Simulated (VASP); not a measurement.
Bi: single point with revPBE+D3(BJ)

Bi:

```xyz
1
Lattice="0.0000 2.3605 2.3605 2.3605 0.0000 2.3605 2.3605 2.3605 0.0000" Properties=species:S:1:pos:R:3 pbc="T T T"
Bi    0.0000    0.0000    0.0000
```

This isn't the form of Bi at room conditions, which is rhombohedral.

- Program: VASP 6.6.1
- Task: single point
- Functional: revPBE
- Dispersion: D3(BJ)
- Potentials or basis: VASP PAW PBE potentials, release 64 (Bi_d)
- Cutoff: 500 eV
- k mesh: 6 × 6 × 6
- Occupations: fermi-dirac, width 0.05 eV
- Spin: no spin polarisation

```
Pressure                   : 9.4 GPa
Band gap on the k mesh     : zero (an odd number of electrons rules out a gap without spin polarisation)
Dispersion energy per atom : -1.095 eV
```

Levels at points of the mesh, in eV from the Fermi level:
| k point | band 3 | band 4 | band 5 | band 6 | band 7 | band 8 | band 9 | band 10 | band 11 | band 12 |
| --- | --- | --- | --- | --- | --- | --- | --- | --- | --- | --- |
| (0.00, 0.00, 0.00) | -23.61 | -23.48 | -23.48 | -15.21 | 5.88 | 5.88 | 5.88 | 8.56 | 10.62 | 11.45 |
| (0.50, 0.00, 0.00) | -23.59 | -23.36 | -23.36 | -11.36 | -6.69 | 3.85 | 3.85 | 8.12 | 8.26 | 10.13 |
| (0.50, 0.50, 0.00) | -23.37 | -23.33 | -23.33 | -9.83 | -5.71 | 0.06 | 0.06 | 3.91 | 5.11 | 17.33 |

It took 3.9 s on 1 thread of AMD EPYC 7R13 Processor (Zen 3), on a shared host, peak memory 0.11 GiB.

Caveat: the k points lie up to 0.38 Å⁻¹ apart, too coarse for converged energies and pressures of a metal; three body term missing; the PAW data sets were made with another functional, which shifts forces and pressure a little; spin-orbit coupling is left out, which moves the levels of the heavy elements.
